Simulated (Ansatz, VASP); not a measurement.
**Re in VASP and in Ansatz**

INCAR

```
SYSTEM = Re
ALGO = Normal
EDIFF = 1E-7
ENCUT = 520
ISIF = 2
ISMEAR = -1
LASPH = .TRUE.
LCHARG = .TRUE.
LELF = .TRUE.
LREAL = .FALSE.
LVHAR = .TRUE.
LWAVE = .FALSE.
NBANDS = 10
NELM = 100
PREC = Accurate
SIGMA = 0.1
```

KPOINTS

```
k-points
0
G
  16 16 16
  0 0 0
```

Contents of POSCAR:

```
Re
1.0
    0.0000000000      1.9555705218      1.9555705218
    1.9555705218      0.0000000000      1.9555705218
    1.9555705218      1.9555705218      0.0000000000
Re
1
Direct
    0.0000000000      0.0000000000      0.0000000000
```

Input for Ansatz:

```yaml
crystal:
  lattice:
    - [0.0, 1.9555705218, 1.9555705218]
    - [1.9555705218, 0.0, 1.9555705218]
    - [1.9555705218, 1.9555705218, 0.0]
  atoms:
    - { symbol: Re, position: [0.0, 0.0, 0.0] }
hamiltonian:
  xc: lda
  pseudopotentials:
    kind: paw
    azcp:
      Re: "pseudopotentials/Re.paw.azcp"
basis:
  ecutwfc: 420
  fft_grid_basis: typed
kpoints:
  mp_grid: { grid: [16, 16, 16], shift: [0, 0, 0] }
magnetization:
  spin_polarized: false
scf:
  occupations: { method: fermi_dirac, width: 0.1 }
  lower_state_search: "off"
output:
  stress: true
```

Alike in both runs: task single point; functional LDA; k mesh 16 × 16 × 16; occupations fermi-dirac, width 0.1 eV; no spin polarisation.

|  | VASP | Ansatz |
| --- | --- | --- |
| version | VASP 6.6.1 | Ansatz 0.2.0 |
| potentials or method | VASP PAW LDA potentials, release 64 (Re), cutoff 520 eV | plane waves (420 eV) with PAW, scalar-relativistic |
| valence electrons in the cell | 7 | 15 |

Ansatz gave:

- pressure (GPa): -14.4

Problem. Which values does VASP return?

Solution. Pressure (GPa): -13.4.

Ansatz warns that its potentials were made for another functional, while VASP's fit it. LDA's correlation is that of Perdew and Zunger in VASP and of Perdew and Wang (1992) in Ansatz. VASP's potentials hold 7 valence electrons a cell and Ansatz's 15, so a difference there can come from the potentials and not from the codes.

Spin-orbit coupling is off throughout.
